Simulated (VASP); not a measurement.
# Co (P6/mmm) in VASP: a series of runs

The runs below take Co through single point, with PBE.

Everything below comes from runs of VASP 6.6.1. Logs are shortened: lines on timing, memory, paths and dates and some standing lists are left out, and cuts for length are marked.

## (1) The cell of the first run

Symmetry: P6/mmm, No. 191, hexagonal system. Conventional cell: a = 2.316 Å, b = 2.316 Å, c = 2.174 Å, α = 90.00°, β = 90.00°, γ = 120.00°. Within 2.9 Å of Co (site symmetry 6/mmm) lie 8 Co at 2.17 to 2.32 Å.

## (2) Single point, PBE, collinear spin, ferromagnetic start

Input file INCAR:

```
SYSTEM = Co
  PREC = Accurate
  ENCUT = 520
  EDIFF = 1E-6
  ISMEAR = -1
  SIGMA = 0.1
  LREAL = .False.
  LASPH = .True.
  NELM = 150
  ALGO = Normal
  ISIF = 2
  LWAVE = .False.
  LCHARG = .True.
  ISPIN = 2
  MAGMOM = 1.7
  LORBIT = 11
  LMAXMIX = 4
  GGA = PE
  LELF = .True.
  LVHAR = .True.
  NBANDS = 14
```

Input file KPOINTS:

```
regular mesh
0
Gamma
  18 18 17
  0 0 0
```

Input file POSCAR:

```
Co
1.0
    2.3160101015      0.0000000000      0.0000000000
   -1.1580050508      2.0057235833      0.0000000000
    0.0000000000      0.0000000000      2.1737669262
Co
1
Direct
    0.0000000000      0.0000000000      0.0000000000
```

Potentials or basis: VASP PAW PBE potentials, release 64 (Co).

The run is started by

```console
$ cat potpaw_PBE.64/Co/POTCAR > POTCAR
$ mpirun -np 1 vasp_std > vasp.out
```

OUTCAR:

```text
SYSTEM = Co
   PREC = Accurate
   ENCUT = 520
   EDIFF = 1E-6
   ISMEAR = -1
   LREAL = .False.
   LASPH = .True.
   NELM = 150
   ISIF = 2
   ISPIN = 2
   LORBIT = 11
   GGA = PE

 ion  position               nearest neighbor table
   1  0.000  0.000  0.000-

  LATTYP: Found a hexagonal cell.
 ALAT       =     2.3160101015
 C/A-ratio  =     0.9385826620

  Lattice vectors:

 A1 = (   2.3160101015,   0.0000000000,   0.0000000000)
 A2 = (  -1.1580050508,   2.0057235833,   0.0000000000)
 A3 = (   0.0000000000,   0.0000000000,   2.1737669262)

Analysis of symmetry for initial positions (statically):
=====================================================================
 Subroutine PRICEL returns:
 Original cell was already a primitive cell.

 Routine SETGRP: Setting up the symmetry group for a
 hexagonal supercell.

 Subroutine GETGRP returns: Found 24 space group operations
 (whereof 24 operations were pure point group operations)
 out of a pool of 24 trial point group operations.

The static configuration has the point symmetry D_6h.

Analysis of symmetry for dynamics (positions and initial velocities):
=====================================================================
 Subroutine PRICEL returns:
 Original cell was already a primitive cell.

 Routine SETGRP: Setting up the symmetry group for a
 hexagonal supercell.

 Subroutine GETGRP returns: Found 24 space group operations
 (whereof 24 operations were pure point group operations)
 out of a pool of 24 trial point group operations.

The dynamic configuration has the point symmetry D_6h.

Analysis of structural, dynamic, and magnetic symmetry:
=====================================================================
 Subroutine PRICEL returns:
 Original cell was already a primitive cell.

 Routine SETGRP: Setting up the symmetry group for a
 hexagonal supercell.

 Subroutine GETGRP returns: Found 24 space group operations
 (whereof 24 operations were pure point group operations)
 out of a pool of 24 trial point group operations.

The overall configuration has the point symmetry D_6h.

 Subroutine INISYM returns: Found 24 space group operations
 (whereof 24 operations are pure point group operations),
 and found     1 'primitive' translations

----------------------------------------------------------------------------------------

                                     Primitive cell

  volume of cell :      10.0977

  direct lattice vectors                    reciprocal lattice vectors
     2.316010101  0.000000000  0.000000000     0.431777046  0.249286594  0.000000000
    -1.158005051  2.005723583  0.000000000     0.000000000  0.498573187  0.000000000
     0.000000000  0.000000000  2.173766926     0.000000000  0.000000000  0.460030920

  length of vectors
     2.316010101  2.316010102  2.173766926     0.498573187  0.498573187  0.460030920

  position of ions in fractional coordinates (direct lattice)
     0.000000000  0.000000000  0.000000000

  ion indices of the primitive-cell ions
   primitive index   ion index
                 1           1

----------------------------------------------------------------------------------------

 KPOINTS: regular mesh

Automatic generation of k-mesh.
 Grid dimensions read from file:
 generate k-points for:   18   18   17

 Generating k-lattice:

  Cartesian coordinates                     Fractional coordinates (reciprocal lattice)
     0.023987614  0.013849255  0.000000000     0.055555556  0.000000000  0.000000000
     0.000000000  0.027698510  0.000000000     0.000000000  0.055555556  0.000000000
     0.000000000  0.000000000  0.027060642     0.000000000  0.000000000  0.058823529

  Length of vectors
     0.027698510  0.027698510  0.027060642

  Shift w.r.t. Gamma in fractional coordinates (k-lattice)
     0.000000000  0.000000000  0.000000000

 Subroutine IBZKPT returns following result:
 ===========================================

 Found    333 irreducible k-points:

 Following reciprocal coordinates:
            Coordinates               Weight
  0.000000  0.000000  0.000000      1.000000
  0.055556  0.000000  0.000000      6.000000
  0.111111  0.000000  0.000000      6.000000
  0.166667  0.000000  0.000000      6.000000
  0.222222  0.000000  0.000000      6.000000
  0.277778  0.000000  0.000000      6.000000
[... 16 lines left out ...]
  0.333333  0.111111  0.000000     12.000000
  0.388889  0.111111  0.000000     12.000000
 [... further k-points ...]
   k-points           NKPTS =    333   k-points in BZ     NKDIM =    333   number of bands    NBANDS=     14
   number of dos      NEDOS =    301   number of ions     NIONS =      1
   total plane-waves  NPLWV =   5184
   dimension x,y,z NGX =    18 NGY =   18 NGZ =   16
   dimension x,y,z NGXF=    36 NGYF=   36 NGZF=   32
   ions per type =               1
   NGX,Y,Z   is equivalent  to a cutoff of  12.92, 12.92, 12.24 a.u.
   NGXF,Y,Z  is equivalent  to a cutoff of  25.84, 25.84, 24.47 a.u.
 SYSTEM =  Co
   PREC   = accura    normal or accurate (medium, high low for compatibility)
   ISTART =      0    job   : 0-new  1-cont  2-samecut
   ICHARG =      2    charge: 1-file 2-atom 10-const
   ISPIN  =      2    spin polarized calculation?
   LNONCOLLINEAR =      F non collinear calculations
   LSORBIT =      F    spin-orbit coupling
   LASPH  =      T    aspherical Exc in radial PAW
   ENCUT  =  520.0 eV  38.22 Ry    6.18 a.u.   4.31  4.31  4.04*2*pi/ulx,y,z
   NELM   =    150;   NELMIN=  2; NELMDL= -5     # of ELM steps
   EDIFF  = 0.1E-05   stopping-criterion for ELM
   LREAL  =      F    real-space projection
   EDIFFG = 0.1E-04   stopping-criterion for IOM
   NSW    =      0    number of steps for IOM
   IBRION =     -1    ionic relax: 0-MD 1-quasi-New 2-CG
   NFREE  =      0    steps in history (QN), initial steepest desc. (CG)
   ISIF   =      2    stress and relaxation
   ISYM   =      2    0-nonsym 1-usesym 2-fastsym
   POTIM  = 0.5000    time-step for ionic-motion
   TEBEG  =    0.0;   TEEND  =   0.0 temperature during run
   PSTRESS=    0.0 pullay stress
   NELECT =       9.0000    total number of electrons
   NUPDOWN=      -1.0000    fix difference up-down
   EMIN   =  10.00;   EMAX   =-10.00  energy-range for DOS
   EFERMI =   0.00;   METHOD = LEGACY
   ISMEAR =    -1;   SIGMA  =   0.10  broadening in eV -4-tet -1-fermi 0-gaus
   EFERMI_NEDOS =   21; number of points for ismear=-14 and -15
   IALGO  =     38    algorithm
   IMIX   =      4    mixing-type and parameters
     AMIX     =   0.40;   BMIX     =  1.00
     AMIX_MAG =   1.60;   BMIX_MAG =  1.00
  volume/ion in A,a.u.               =      10.10        68.14
  Fermi-wavevector in a.u.,A,eV,Ry     =   1.575485  2.977234 33.771725  2.482152
  Thomas-Fermi vector in A             =   2.676461
   LORBIT       =     11    0 simple, 1 ext, 2 COOP (PROOUT), +10 PAW based schemes
   GGA     = PE    functional components
   LHFCALC =     F    Hartree Fock is set to
   AEXX    =    0.0000 exact exchange contribution
   IVDW    =     0    specifies the selected vdW correction
   LEPSILON=     F    determine dielectric tensor
   LRPA    =     F    only Hartree local field effects (RPA)
 spin polarized calculation
  energy-cutoff  :      520.00
  volume of cell :       10.10
 maximum number of plane-waves:       284
 NGX is ok and might be reduce to    18
   NGX =  9   NGY =  9   NGZ =  9

 number of electron       9.0000001 magnetization       1.3641913

 Free energy of the ion-electron system (eV)
  ---------------------------------------------------
  ext. energy  EPLUGINS =         0.00000000
  ---------------------------------------------------
  free energy    TOTEN  =        -6.36730054 eV

  energy without entropy =       -6.31532477  energy(sigma->0) =       -6.34131266

 E-fermi :  11.5557     XC(G=0): -13.7724

 val. band max:       11.5530781071   @ k =   0.5000   0.0000   0.1765
 cond. band min:      11.5566348205   @ k =   0.4444   0.0000   0.4118
 fundamental gap:      0.0035567134
 Fermi energy:        11.5556731172

 spin component 1

 k-point     1 :       0.0000    0.0000    0.0000
  band No.  band energies     occupation
      1       2.0180      1.00000
      2       6.6338      1.00000
      3       8.8489      1.00000
      4       8.8489      1.00000
      5      11.0482      0.99378
      6      11.0482      0.99378
      7      33.2624      0.00000
      8      35.1039      0.00000
      9      39.0451      0.00000
     10      40.1624      0.00000
     11      40.1624      0.00000
     12      42.2327      0.00000
     13      42.2327      0.00000
     14      47.6486      0.00000

 k-point     2 :       0.0556    0.0000    0.0000
  band No.  band energies     occupation
      1       2.1458      1.00000
      2       6.6682      1.00000
      3       8.7881      1.00000
      4       8.9176      1.00000
      5      11.0003      0.99614
      6      11.0395      0.99430
      7      33.4423      0.00000
      8      34.6473      0.00000
      9      38.6203      0.00000
     10      38.9227      0.00000
     11      39.1956      0.00000
     12      43.5828      0.00000
     13      43.7837      0.00000
     14      47.8458      0.00000
[... 343 lines left out ...]
      1       6.1300      1.00000
      2       7.2261      1.00000
      3       8.8825      1.00000
      4       9.8244      1.00000
      5      10.6967      0.99981
      6      11.9776      0.01450
      7      20.6718      0.00000
      8      27.3031      0.00000
      9      39.6091      0.00000
     10      39.9977      0.00000
     11      41.0443      0.00000
     12      48.0779      0.00000
     13      48.6753      0.00000
     14      50.3426      0.00000

 k-point    24 :       0.3889    0.1111    0.0000
  band No.  band energies     occupation
      1       6.1983      1.00000
      2       7.3331      1.00000
      3       9.4533      1.00000
      4       9.7301      1.00000
      5      10.6634      0.99987
      6      12.6581      0.00002
      7      18.9294      0.00000
      8      26.8380      0.00000
      9      39.6522      0.00000
     10      39.9811      0.00000
     11      42.8049      0.00000
     12      46.8547      0.00000
     13      47.8813      0.00000
     14      49.7671      0.00000

 [... further k-points ...]

 spin component 2

 k-point     1 :       0.0000    0.0000    0.0000
  band No.  band energies     occupation
      1       2.1561      1.00000
      2       7.4740      1.00000
      3      10.0810      1.00000
      4      10.0810      1.00000
      5      12.9599      0.00000
      6      12.9599      0.00000
      7      33.6299      0.00000
      8      34.9972      0.00000
      9      39.2483      0.00000
     10      40.6795      0.00000
     11      40.6795      0.00000
     12      42.4843      0.00000
     13      42.4844      0.00000
     14      49.7489      0.00000

 k-point     2 :       0.0556    0.0000    0.0000
  band No.  band energies     occupation
      1       2.2842      1.00000
      2       7.5098      1.00000
      3      10.0109      1.00000
      4      10.1534      1.00000
      5      12.9059      0.00000
      6      12.9503      0.00000
      7      33.8153      0.00000
      8      34.6041      0.00000
      9      39.0163      0.00000
     10      39.3603      0.00000
     11      39.4273      0.00000
     12      43.9126      0.00000
     13      44.0578      0.00000
     14      50.1573      0.00000
[... 343 lines left out ...]
      1       6.7252      1.00000
      2       8.1124      1.00000
      3       9.5272      1.00000
      4      11.6041      0.38115
      5      12.5745      0.00004
      6      13.1601      0.00000
      7      21.2725      0.00000
      8      27.6589      0.00000
      9      39.7104      0.00000
     10      40.2083      0.00000
     11      41.5075      0.00000
     12      49.0191      0.00000
     13      49.7643      0.00000
     14      51.5208      0.00000

 k-point    24 :       0.3889    0.1111    0.0000
  band No.  band energies     occupation
      1       6.9499      1.00000
      2       8.1995      1.00000
      3      10.0190      1.00000
      4      11.5015      0.63232
      5      12.5379      0.00005
      6      13.6994      0.00000
      7      19.6422      0.00000
      8      27.1800      0.00000
      9      39.8716      0.00000
     10      40.0585      0.00000
     11      43.2603      0.00000
     12      47.2356      0.00000
     13      49.0400      0.00000
     14      51.4690      0.00000

 [... further k-points ...]
[... 5 lines left out ...]
  --------------------------------------------------------------------------------------
  -------------------------------------------------------------------------------------
  Total        2.3601340      2.3601340      2.3088860     -0.0000000     -0.0000000     -0.0000000
  in kB      374.4749179    374.4749178    366.3435585     -0.0000000     -0.0000000     -0.0000000
  external PRESSURE =     371.7644647 kB  Pullay stress =       0.0000000 kB

 VOLUME and BASIS-vectors are now :
 -----------------------------------------------------------------------------
  energy-cutoff  :      520.00
  volume of cell :       10.10
      direct lattice vectors                 reciprocal lattice vectors
     2.316010101  0.000000000  0.000000000     0.431777046  0.249286594  0.000000000
    -1.158005051  2.005723583  0.000000000     0.000000000  0.498573187  0.000000000
     0.000000000  0.000000000  2.173766926     0.000000000  0.000000000  0.460030920

 POSITION                                       TOTAL-FORCE (eV/Angst)
 -----------------------------------------------------------------------------------
      0.00000      0.00000      0.00000         0.000000      0.000000      0.000000
 -----------------------------------------------------------------------------------
    total drift:                                0.000000      0.000000      0.000000

  FREE ENERGIE OF THE ION-ELECTRON SYSTEM (eV)
  ---------------------------------------------------
  free  energy   TOTEN  =        -6.3673005406 eV

  energy  without entropy=       -6.3153247737  energy(sigma->0) =       -6.34131266

 total charge

# of ion       s       p       d       tot
------------------------------------------
    1        0.555   0.576   7.410   8.541

 magnetization (x)

# of ion       s       p       d       tot
------------------------------------------
    1        0.004  -0.006   1.359   1.358
```

Run time: 47 s. Hardware: 1 thread of Intel Xeon Platinum 8559C (Emerald Rapids), shared host; peak memory 0.18 GiB.

What came out:

| Item | Value |
| --- | --- |
| Free energy | -6.3673 eV |
| Pressure | 37.2 GPa |
| Net moment | 1.36 μB per cell |
| Site moments | Co +1.36 μB |
| Valence electrons inside the program's atomic spheres | Co 8.54 |

Stress tensor (GPa, compression positive):
```
37.45  0.00  0.00
 0.00 37.45  0.00
 0.00  0.00 36.63
```

## (3) Single point, PBE, collinear spin, ferromagnetic start

This run uses another cell than the first one, of 11.06 Å³/atom, 1.095 times its volume.

Input file INCAR:

```
PREC = Accurate
ENCUT = 520
EDIFF = 1E-6
ISMEAR = -1
SIGMA = 0.1
LREAL = F
LASPH = T
NELM = 150
ALGO = Normal
ISIF = 2
LWAVE = F
LCHARG = F
ISPIN = 2
MAGMOM = 1.7
LORBIT = 11
LMAXMIX = 4
GGA = PE
NBANDS = 14
```

Input file KPOINTS:

```
Automatic mesh
0
Gamma
  18 18 17
```

Input file POSCAR:

```
Co
1.0
    2.3867169088      0.0000000000      0.0000000000
   -1.1933584544      2.0669574746      0.0000000000
    0.0000000000      0.0000000000      2.2418192640
Co
1
Direct
    0.0000000000      0.0000000000      0.0000000000
```

Potentials or basis: VASP PAW PBE potentials, release 64 (Co).

The run is started by

```console
$ cat potpaw_PBE.64/Co/POTCAR > POTCAR
$ mpirun -np 1 vasp_std > vasp.out
```

It took 60 s on 1 thread of Intel Xeon Platinum 8559C (Emerald Rapids), shared host; peak memory 0.19 GiB.

The run converged. Its results:

- Free energy: -6.5170 eV
- Pressure: 14.4 GPa
- Net moment: 1.62 μB per cell
- Site moments: Co +1.62 μB
- Valence electrons inside the program's atomic spheres: Co 8.35

Stress tensor (GPa, compression positive):
```
14.54  0.00  0.00
 0.00 14.54  0.00
 0.00  0.00 14.07
```

Levels at points of the mesh, in eV from the Fermi level:
Spin up:
```csv
k point,band 3,band 4,band 5,band 6,band 7,band 8
"(0.00, 0.00, 0.00)",-2.69,-2.69,-0.84,-0.84,20.39,22.78
"(0.50, 0.00, 0.00)",-2.05,-1.09,-0.62,-0.38,5.72,16.93
```
Spin down:
| k point | band 2 | band 3 | band 4 | band 5 | band 6 | band 7 |
| --- | --- | --- | --- | --- | --- | --- |
| (0.00, 0.00, 0.00) | -3.56 | -1.21 | -1.21 | 1.35 | 1.35 | 20.78 |
| (0.50, 0.00, 0.00) | -2.94 | -0.56 | -0.02 | 1.07 | 1.32 | 6.68 |

[end of part 1 of 2]
